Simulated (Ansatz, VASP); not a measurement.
This is a calculation of TiC for VASP 6.6.1.

POSCAR

```
TiC
1.0
    0.0000000000      2.1215080947      2.1215080947
    2.1215080947      0.0000000000      2.1215080947
    2.1215080947      2.1215080947      0.0000000000
Ti C
1 1
Direct
    0.0000000000      0.0000000000      0.0000000000
    0.5000000000      0.5000000000      0.5000000000
```

The input INCAR.step1:

```
ALGO = Normal
EDIFF = 1E-5
ENCUT = 520
GGA = PE
ISIF = 2
ISMEAR = -1
LASPH = T
LREAL = F
LWAVE = T
NBANDS = 15
NELM = 60
PREC = Accurate
SIGMA = 0.05
```

INCAR.step2

```
ALGO = Normal
EDIFF = 1E-6
ENCUT = 520
GGA = PE
HFSCREEN = 0.2079
ISIF = 2
ISMEAR = -1
ISTART = 1
LASPH = T
LCHARG = T
LELF = T
LHFCALC = T
LREAL = F
LVHAR = T
LWAVE = F
NBANDS = 15
NELM = 60
PREC = Accurate
PRECFOCK = Normal
SIGMA = 0.05
```

Contents of KPOINTS:

```
k-points
0
Gamma
  6 6 6
```

Potentials or basis: VASP PAW PBE potentials, release 64 (Ti_sv, C).

The run is started by

```sh
$ cat potpaw_PBE.64/Ti_sv/POTCAR potpaw_PBE.64/C/POTCAR > POTCAR
$ cp INCAR.step1 INCAR
$ mpirun -np 1 vasp_std > vasp.out
$ cp INCAR.step2 INCAR
$ mpirun -np 1 vasp_std > vasp.out
```

Problem. Translate it to Ansatz 0.2.0. Potentials there: Ansatz PAW.

Solution. As run (the cutoff follows the program's own potentials):

The input input:

```
crystal:
  lattice:
    - [0.0, 2.1215080947, 2.1215080947]
    - [2.1215080947, 0.0, 2.1215080947]
    - [2.1215080947, 2.1215080947, 0.0]
  atoms:
    - { symbol: Ti, position: [0.0, 0.0, 0.0] }
    - { symbol: C, position: [0.5, 0.5, 0.5] }
hamiltonian:
  xc: hse06
  pseudopotentials: { kind: paw }
kpoints:
  mp_grid: { grid: [6, 6, 6] }
scf:
  occupations: { method: fermi_dirac, width: 0.05 }
output:
  forces: true
  stress: true
  eigenvalues: true
```

Both were run:

|  | VASP | Ansatz | Ansatz less VASP |
| --- | --- | --- | --- |
| gap on the k mesh at the Fermi level (eV) | none | none | - |
| pressure (GPa) | 13.1 | 13.2 | +0.16 |

A gap of «none» marks a metal or a gap that the smearing closes. With one functional, cell and mesh, what is left measures potentials, basis and numerics.

The k mesh is coarse, so the values compare programs but aren't converged.
